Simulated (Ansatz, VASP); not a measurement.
# MoS2 in VASP and in Ansatz

INCAR

```
PREC = Accurate
ENCUT = 600
EDIFF = 1E-7
ISMEAR = 0
SIGMA = 0.1
LREAL = F
LASPH = T
NELM = 80
ALGO = Normal
ISIF = 3
LWAVE = F
LCHARG = F
GGA = PE
IVDW = 12
IBRION = 2
NSW = 100
EDIFFG = -0.05
```

The input KPOINTS:

```
regular mesh
0
Gamma
  9 9 9
```

Contents of POSCAR:

```
MoS2
1.0
    1.5855007458      0.9153892824      6.1150000000
   -1.5855007458      0.9153892824      6.1150000000
    0.0000000000     -1.8307785648      6.1150000000
Mo S
1 2
Direct
    0.0000000000      0.0000000000      0.0000000000
    0.7500000000      0.7500000000      0.7500000000
    0.2500000000      0.2500000000      0.2500000000
```

Input for Ansatz:

```yaml
crystal:
  lattice:
    - [1.5855007458, 0.9153892824, 6.115]
    - [-1.5855007458, 0.9153892824, 6.115]
    - [0.0, -1.8307785648, 6.115]
  atoms:
    - { symbol: Mo, position: [0.0, 0.0, 0.0] }
    - { symbol: S, position: [0.75, 0.75, 0.75] }
    - { symbol: S, position: [0.25, 0.25, 0.25] }
basis:
  ecutwfc: 420
kpoints:
  mp_grid: { grid: [9, 9, 9] }
hamiltonian:
  xc: pbe
  pseudopotentials: { kind: paw, azcp: { folder: soft_1 } }
  dispersion: d3bj
scf:
  occupations: { method: gaussian, width: 0.1 }
output:
  forces: true
  stress: true
  eigenvalues: true
relax:
  adjacent_minimum: "off"
  f_tol: 0.05
  max_steps: 80
  cell: { stress_tol: 0.5 }
```

Alike in both runs: task relaxation of cell and atoms; functional PBE; dispersion D3(BJ); k mesh 9 × 9 × 9; occupations gaussian, width 0.1 eV; no spin polarisation.

```csv
,VASP,Ansatz
version,VASP 6.6.1,Ansatz 0.2.0
potentials or method,"VASP PAW PBE potentials, release 64 (Mo_sv, S), cutoff 600 eV","scalar-relativistic, plane waves, PAW"
valence electrons in the cell,26,26
```

Ansatz gave:

```
gap on the k mesh at the Fermi level, each at its own relaxed structure (eV) : none
relaxed volume (Å³/atom)                                                     : 17.04
relaxed length of the cell vector where the two differ most in proportion (Å)              : 6.244
```

Q: Estimate VASP's values.

A: gap on the k mesh at the Fermi level, each at its own relaxed structure (eV): none; relaxed volume (Å³/atom): 16.95; relaxed length of the cell vector where the two differ most in proportion (Å): 6.255.

A gap of «none» marks a metal or a gap that the smearing closes.
